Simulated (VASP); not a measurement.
# Si7Ge (P-43m) in VASP: a series of runs, part 2 of 2

VASP 6.6.1. Earlier steps stand in the parts before.

## (3) Single point, r2SCAN

File POSCAR:

```
Si7Ge
1.0
    5.5083809329      0.0000000000      0.0000000000
    0.0000000000      5.5083809329      0.0000000000
    0.0000000000      0.0000000000      5.5083809329
Si Ge
7 1
Direct
    0.2524750152      0.2524750152      0.2524750152
    0.0000000000      0.5000000000      0.5000000000
    0.5000000000      0.5000000000      0.0000000000
    0.5000000000      0.0000000000      0.5000000000
    0.7475249848      0.2524750152      0.7475249848
    0.7475249848      0.7475249848      0.2524750152
    0.2524750152      0.7475249848      0.7475249848
    0.0000000000      0.0000000000      0.0000000000
```

File INCAR.step1:

```
PREC = Accurate ; ENCUT = 520
ISMEAR = 0 ; SIGMA = 0.02
LREAL = False ; LASPH = True
NELM = 80 ; NBANDS = 31
GGA = PE ; ALGO = Normal
EDIFF = 1E-4 ; LWAVE = True
LCHARG = False
```

File INCAR.step2:

```
PREC = Accurate ; ENCUT = 520
EDIFF = 1E-6 ; ISMEAR = 0
SIGMA = 0.02 ; LREAL = False
LASPH = True ; NELM = 80
ALGO = Normal ; ISIF = 2
LWAVE = False ; LCHARG = False
METAGGA = R2SCAN ; LMIXTAU = True
NBANDS = 31 ; ISTART = 1
```

File KPOINTS:

```
Automatic mesh
0
Gamma
  8 8 8
```

Potentials or basis: VASP PAW PBE potentials, release 64 (Si, Ge_d).

Started as:

```sh
$ cat potpaw_PBE.64/Si/POTCAR potpaw_PBE.64/Ge_d/POTCAR > POTCAR
$ cp INCAR.step1 INCAR
$ mpirun -np 1 vasp_std > vasp.out
$ cp INCAR.step2 INCAR
$ mpirun -np 1 vasp_std > vasp.out
```

OUTCAR:

```text
PREC = Accurate
   ENCUT = 520
   EDIFF = 1E-6
   ISMEAR = 0
   LREAL = False
   LASPH = True
   NELM = 80
   ISIF = 2
   METAGGA = R2SCAN
   ISTART = 1

 ion  position               nearest neighbor table
   1  0.252  0.252  0.252-   2 2.38   3 2.38   4 2.38   8 2.41
   2  0.000  0.500  0.500-   1 2.38   5 2.38   6 2.38   7 2.38
   3  0.500  0.500  0.000-   1 2.38   5 2.38   6 2.38   7 2.38
   4  0.500  0.000  0.500-   1 2.38   5 2.38   6 2.38   7 2.38
   5  0.748  0.252  0.748-   2 2.38   3 2.38   4 2.38   8 2.41
   6  0.748  0.748  0.252-   2 2.38   3 2.38   4 2.38   8 2.41
   7  0.252  0.748  0.748-   2 2.38   3 2.38   4 2.38   8 2.41
   8  0.000  0.000  0.000-   1 2.41   5 2.41   6 2.41   7 2.41

  LATTYP: Found a simple cubic cell.
 ALAT       =     5.5083809329

  Lattice vectors:

 A1 = (   5.5083809329,   0.0000000000,   0.0000000000)
 A2 = (   0.0000000000,   5.5083809329,   0.0000000000)
 A3 = (   0.0000000000,   0.0000000000,   5.5083809329)

Analysis of symmetry for initial positions (statically):
[... 191 lines left out ...]
 Fermi energy:         5.4286245230

 k-point     1 :       0.0000    0.0000    0.0000
  band No.  band energies     occupation
      1     -19.4454      2.00000
      2     -19.4454      2.00000
      3     -19.4454      2.00000
      4     -19.4166      2.00000
      5     -19.4166      2.00000
      6      -7.1086      2.00000
[... 805 lines left out ...]
     30      10.3676      0.00000
     31      10.4218      0.00000

 [... further k-points ...]

------------------------ aborting loop because EDIFF is reached ----------------------------------------

  FORCE on cell =-STRESS in cart. coord.  units (eV):
  Direction    XX          YY          ZZ          XY          YZ          ZX
  --------------------------------------------------------------------------------------
  -------------------------------------------------------------------------------------
  Total       -2.2229637     -2.2229637     -2.2229637      0.0000000     -0.0000000      0.0000000
  in kB      -21.3093914    -21.3093914    -21.3093914      0.0000000     -0.0000000      0.0000000
  external PRESSURE =     -21.3093914 kB  Pullay stress =       0.0000000 kB

 VOLUME and BASIS-vectors are now :
 -----------------------------------------------------------------------------
  energy-cutoff  :      520.00
  volume of cell :      167.14
      direct lattice vectors                 reciprocal lattice vectors
     5.508380933  0.000000000  0.000000000     0.181541548  0.000000000  0.000000000
     0.000000000  5.508380933  0.000000000     0.000000000  0.181541548  0.000000000
     0.000000000  0.000000000  5.508380933     0.000000000  0.000000000  0.181541548

 POSITION                                       TOTAL-FORCE (eV/Angst)
 -----------------------------------------------------------------------------------
      1.39073      1.39073      1.39073         0.007860      0.007860      0.007860
      0.00000      2.75419      2.75419        -0.000000      0.000000      0.000000
      2.75419      2.75419      0.00000        -0.000000     -0.000000      0.000000
      2.75419      0.00000      2.75419        -0.000000     -0.000000      0.000000
      4.11765      1.39073      4.11765        -0.007860      0.007860     -0.007860
      4.11765      4.11765      1.39073        -0.007860     -0.007860      0.007860
      1.39073      4.11765      4.11765         0.007860     -0.007860     -0.007860
      0.00000      0.00000      0.00000        -0.000000     -0.000000      0.000000
 -----------------------------------------------------------------------------------
    total drift:                               -0.000000     -0.000000      0.000000

  FREE ENERGIE OF THE ION-ELECTRON SYSTEM (eV)
  ---------------------------------------------------
  free  energy   TOTEN  =       -75.2355061987 eV

  energy  without entropy=      -75.2355061987  energy(sigma->0) =      -75.23550620
```

Run time: 4.8 min. Hardware: 1 thread of Intel Xeon 6975P-C (Granite Rapids), shared host; peak memory 0.37 GiB.

What came out:

| Quantity | Value |
| --- | --- |
| Free energy | -75.2355 eV |
| Pressure | -2.1 GPa |
| Largest force | 0.014 eV/Å |
| Band gap on the k mesh | 0.64 eV |

Forces on the atoms (eV/Å):
```
Si   0.008  0.008  0.008
Si   0.000  0.000  0.000
Si   0.000  0.000  0.000
Si   0.000  0.000  0.000
Si  -0.008  0.008 -0.008
Si  -0.008 -0.008  0.008
Si   0.008 -0.008 -0.008
Ge   0.000  0.000  0.000
```

Caveat: the PAW data sets were made with another functional, which shifts forces and pressure a little. A k mesh can miss the band edges.

## (4) Single point, r2SCAN

This run uses another cell than the first one, of 17.52 Å³/atom.

File POSCAR:

```
Si7Ge
1.0
    5.1942862369      0.0000000000      0.0000000000
    0.0000000000      5.1942862369      0.0000000000
    0.0000000000      0.0000000000      5.1942862369
Si Ge
7 1
Direct
    0.2523938739      0.2523938739      0.2523938739
    0.0000000000      0.5000000000      0.5000000000
    0.5000000000      0.5000000000      0.0000000000
    0.5000000000      0.0000000000      0.5000000000
    0.7476061261      0.2523938739      0.7476061261
    0.7476061261      0.7476061261      0.2523938739
    0.2523938739      0.7476061261      0.7476061261
    0.0000000000      0.0000000000      0.0000000000
```

File INCAR.step1:

```
SYSTEM = Si7Ge
ALGO = Normal ; EDIFF = 1E-4
ENCUT = 520 ; GGA = PE
ISMEAR = 0 ; LASPH = .True.
LCHARG = .False. ; LREAL = .False.
LWAVE = .True. ; NBANDS = 31
NELM = 100 ; PREC = Accurate
SIGMA = 0.02
```

File INCAR.step2:

```
SYSTEM = Si7Ge
ALGO = Normal ; EDIFF = 1E-6
ENCUT = 520 ; ISIF = 2
ISMEAR = 0 ; ISTART = 1
LASPH = .True. ; LCHARG = .False.
LMIXTAU = .True. ; LREAL = .False.
LWAVE = .False. ; METAGGA = R2SCAN
NBANDS = 31 ; NELM = 100
PREC = Accurate ; SIGMA = 0.02
```

File KPOINTS:

```
k-points
0
Gamma
  8 8 8
  0 0 0
```

Started as:

```sh
$ cat potpaw_PBE.64/Si/POTCAR potpaw_PBE.64/Ge_d/POTCAR > POTCAR
$ cp INCAR.step1 INCAR
$ mpirun -np 1 vasp_std > vasp.out
$ cp INCAR.step2 INCAR
$ mpirun -np 1 vasp_std > vasp.out
```

It took 12 min on 1 thread of Intel Xeon 8259CL, shared host; peak memory 0.33 GiB.

Results (log left out):

| Item | Value |
| --- | --- |
| Free energy | -74.0129 eV |
| Pressure | 19.8 GPa |
| Largest force | 0.019 eV/Å |
| Band gap on the k mesh | 0.25 eV |

Forces in eV/Å, atoms in the order of the input:
```
Si   0.011  0.011  0.011
Si   0.000  0.000  0.000
Si   0.000  0.000  0.000
Si   0.000  0.000  0.000
Si  -0.011  0.011 -0.011
Si  -0.011 -0.011  0.011
Si   0.011 -0.011 -0.011
Ge   0.000  0.000  0.000
```

Levels at points of the mesh, in eV from the valence-band top:
| k point | band 18 | band 19 | band 20 | band 21 | band 22 | band 23 | band 24 | band 25 |
| --- | --- | --- | --- | --- | --- | --- | --- | --- |
| (0.00, 0.00, 0.00) | -3.46 | 0.00 | 0.00 | 0.00 | 0.25 | 0.71 | 0.71 | 0.71 |
| (0.50, 0.00, 0.00) | -2.38 | -2.38 | -2.26 | -2.26 | 1.08 | 1.27 | 3.35 | 3.39 |
| (0.50, 0.50, 0.00) | -1.74 | -1.60 | -1.55 | -1.55 | 2.66 | 2.66 | 2.84 | 2.93 |
| (0.50, 0.50, 0.50) | -1.50 | -1.31 | -1.31 | -1.31 | 1.90 | 2.43 | 2.43 | 2.43 |

Caveat: the cell stands under pressure; the PAW data sets were made with another functional, which shifts forces and pressure a little. A k mesh can miss the band edges.

## (5) Single point, r2SCAN

This run uses another cell than the first one, of 18.71 Å³/atom.

File POSCAR:

```
Si7Ge
1.0
    5.3095149119      0.0000000000      0.0000000000
    0.0000000000      5.3095149119      0.0000000000
    0.0000000000      0.0000000000      5.3095149119
Si Ge
7 1
Direct
    0.2524050832      0.2524050832      0.2524050832
    0.0000000000      0.5000000000      0.5000000000
    0.5000000000      0.5000000000      0.0000000000
    0.5000000000      0.0000000000      0.5000000000
    0.7475949168      0.2524050832      0.7475949168
    0.7475949168      0.7475949168      0.2524050832
    0.2524050832      0.7475949168      0.7475949168
    0.0000000000      0.0000000000      0.0000000000
```

File INCAR.step1:

```
SYSTEM = Si7Ge
PREC = Accurate
ENCUT = 520
ISMEAR = 0
SIGMA = 0.02
LREAL = .False.
LASPH = .True.
NELM = 60
NBANDS = 31
GGA = PE
ALGO = Normal
EDIFF = 1E-4
LWAVE = .True.
LCHARG = .False.
```

File INCAR.step2:

```
SYSTEM = Si7Ge
PREC = Accurate
ENCUT = 520
EDIFF = 1E-7
ISMEAR = 0
SIGMA = 0.02
LREAL = .False.
LASPH = .True.
NELM = 60
ALGO = Normal
ISIF = 2
LWAVE = .False.
LCHARG = .False.
METAGGA = R2SCAN
LMIXTAU = .True.
NBANDS = 31
ISTART = 1
```

File KPOINTS:

```
regular mesh
0
Gamma
  8 8 8
  0 0 0
```

Started as:

```sh
$ cat potpaw_PBE.64/Si/POTCAR potpaw_PBE.64/Ge_d/POTCAR > POTCAR
$ cp INCAR.step1 INCAR
$ mpirun -np 1 vasp_std > vasp.out
$ cp INCAR.step2 INCAR
$ mpirun -np 1 vasp_std > vasp.out
```

Wall time 12 min (1 thread of Intel Xeon 8259CL, shared host); peak memory 0.34 GiB.

The run converged. Its results:

| Property | Result |
| --- | --- |
| Free energy | -74.8776 eV |
| Pressure | 9.8 GPa |
| Largest force | 0.019 eV/Å |
| Band gap on the k mesh | 0.41 eV |

Forces on the atoms (eV/Å):
```
Si   0.011  0.011  0.011
Si   0.000  0.000  0.000
Si   0.000  0.000  0.000
Si   0.000  0.000  0.000
Si  -0.011  0.011 -0.011
Si  -0.011 -0.011  0.011
Si   0.011 -0.011 -0.011
Ge   0.000  0.000  0.000
```

Levels at points of the mesh, in eV from the valence-band top:
| k point | band 18 | band 19 | band 20 | band 21 | band 22 | band 23 | band 24 | band 25 |
| --- | --- | --- | --- | --- | --- | --- | --- | --- |
| (0.00, 0.00, 0.00) | -3.26 | 0.00 | 0.00 | 0.00 | 0.41 | 0.84 | 0.84 | 0.84 |
| (0.50, 0.00, 0.00) | -2.24 | -2.24 | -2.12 | -2.12 | 1.15 | 1.33 | 3.41 | 3.44 |
| (0.50, 0.50, 0.00) | -1.66 | -1.53 | -1.46 | -1.46 | 2.65 | 2.65 | 2.79 | 2.92 |
| (0.50, 0.50, 0.50) | -1.44 | -1.25 | -1.25 | -1.25 | 1.66 | 2.16 | 2.16 | 2.16 |

Caveat: the cell stands under pressure; the PAW data sets were made with another functional, which shifts forces and pressure a little. A k mesh can miss the band edges.

## (6) The runs side by side

```tsv
cell	gap on the mesh (eV)	pressure (GPa)	largest force (eV/Å)
a = 5.508 Å, 8 atoms, atomic positions A	0.64	-2.1	0.01
a = 5.194 Å, 8 atoms, atomic positions B	0.25	19.8	0.02
a = 5.310 Å, 8 atoms, atomic positions B	0.41	9.8	0.02
```

Alike in all rows: task single point; level r2SCAN; potentials or basis VASP PAW PBE potentials, release 64 (Si, Ge_d); no spin polarisation; k mesh 8 × 8 × 8; cutoff (eV) 520; smearing gaussian 0.02 eV.

Caveats: the PAW data sets were made with another functional, which shifts forces and pressure a little; the cell stands under pressure (at least some runs).

Absolute energies hang on the potentials; compare differences alone.
